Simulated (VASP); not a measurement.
Y3Si2F:

```
Y Si F
1.0
     4.06736    0.00000    0.00000
    -2.03368    3.52243    0.00000
     0.00000    0.00000    8.56954
Y Si F
3 2 1
Direct
  0.66667 0.33333 0.00000
  0.33333 0.66667 0.67165
  0.33333 0.66667 0.32835
  0.66667 0.33333 0.70555
  0.66667 0.33333 0.29445
  0.66667 0.33333 0.50000
```

| Quantity | Value |
| --- | --- |
| Program | VASP 6.6.1 |
| Task | relaxation of cell and atoms |
| Functional | PBE |
| Potentials or basis | VASP PAW PBE potentials, release 64 (Y_sv, Si, F) |
| Cutoff | 600 eV |
| k mesh | 6 × 6 × 2 |
| Occupations | gaussian, width 0.1 eV |
| Spin | no spin polarisation |

At the start: pressure 38.2 GPa; volume 20.46 Å³/atom.

Where does the relaxation end?

Over 67 steps the energy falls by 1448.6 meV/atom and the volume is 23.36 Å³/atom (+14.2 %); space group P-6m2 (No. 187, to 0.05 Å).

Step by step:
```tsv
step	energy change (eV)	largest force (eV/Å)	pressure (GPa)	volume (Å³)
1	0.0000	4.0932	38.20	122.78
3	-6.5520	1.1918	0.13	191.22
5	-6.7125	0.8058	-0.33	193.33
7	-6.8409	0.8740	-0.16	194.24
9	-6.9988	0.1126	0.51	193.39
11	-7.0130	0.0597	-0.05	196.50
13	-7.0181	0.1164	0.01	196.91
15	-7.0197	0.0718	0.10	196.55
17	-7.0210	0.1025	0.28	195.91
19	-7.0272	0.1482	0.27	196.12
21	-7.0715	0.3246	0.22	196.91
23	-6.8231	2.7217	-0.89	198.97
25	-7.1127	0.9276	-0.08	197.92
27	-7.1138	0.9560	-0.11	197.97
29	-7.1158	1.0773	-0.21	198.19
31	-7.1228	1.0647	-0.23	198.19
33	-7.1532	1.0086	-0.32	198.22
35	-7.2570	0.8095	-0.73	198.22
37	-7.3237	0.5284	-2.82	196.97
39	-7.3940	0.5044	-1.61	195.77
41	-7.4860	1.3017	1.54	178.61
43	-7.5438	1.0517	0.67	181.19
45	-7.9121	0.7021	0.62	168.40
47	-8.2688	0.2643	2.37	146.38
49	-8.4107	0.6856	1.44	143.64
51	-8.4136	0.9294	1.18	142.66
53	-8.5692	0.5471	-0.30	144.98
55	-8.6205	0.3403	-1.66	147.44
57	-8.6629	0.4369	0.10	142.83
59	-8.6747	0.3373	0.27	141.89
61	-8.6894	0.0581	-0.09	141.17
63	-8.6897	0.0545	-0.01	140.89
65	-8.6901	0.0460	0.12	140.50
67	-8.6913	0.0126	0.01	140.16
```

Final structure:
```
CELL_PARAMETERS angstrom
3.54713 0.00000 0.00000
-1.77357 3.07190 0.00000
0.00000 0.00000 12.86249
ATOMIC_POSITIONS crystal
Y 0.66667 0.33333 0.00000
Y 0.33333 0.66667 0.63004
Y 0.33333 0.66667 0.36996
Si 0.66667 0.33333 0.78374
Si 0.66667 0.33333 0.21626
F 0.66667 0.33333 0.50000
```

Caveat: the k points lie up to 0.34 Å⁻¹ apart in the final cell.
